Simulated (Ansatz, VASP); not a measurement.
## Mo: VASP beside Ansatz

```
CELL_PARAMETERS angstrom
-1.43011 1.90418 1.40641
1.43011 -1.90418 1.40641
1.43011 1.90418 -1.40641
ATOMIC_POSITIONS crystal
Mo 0.00000 0.00000 0.00000
```

Change from the starting cell: strain +e along x and -e along y -0.1500, strain +e along z and -e/2 along x and y -0.1100.

Alike in both runs: task single point; functional PBE; k mesh 20 × 20 × 20; occupations gaussian, width 0.15 eV; no spin polarisation.

|  | VASP | Ansatz |
| --- | --- | --- |
| version | VASP 6.6.1 | Ansatz 0.2.0 |
| potentials or method | VASP PAW PBE potentials, release 64 (Mo_sv), cutoff 520 eV | scalar-relativistic, plane waves, PAW |
| valence electrons in the cell | 14 | 14 |

|  | VASP | Ansatz | Ansatz less VASP |
| --- | --- | --- | --- |
| gap on the k mesh at the Fermi level (eV) | none | none | - |
| pressure (GPa) | 12.6 | 12.0 | -0.57 |
| traceless stress, the component that is largest in VASP (GPa) | -7.68 | -7.70 | -0.013 |

A gap of «none» marks a metal or a gap that the smearing closes. With one functional, cell and mesh, what is left measures potentials, basis and numerics.
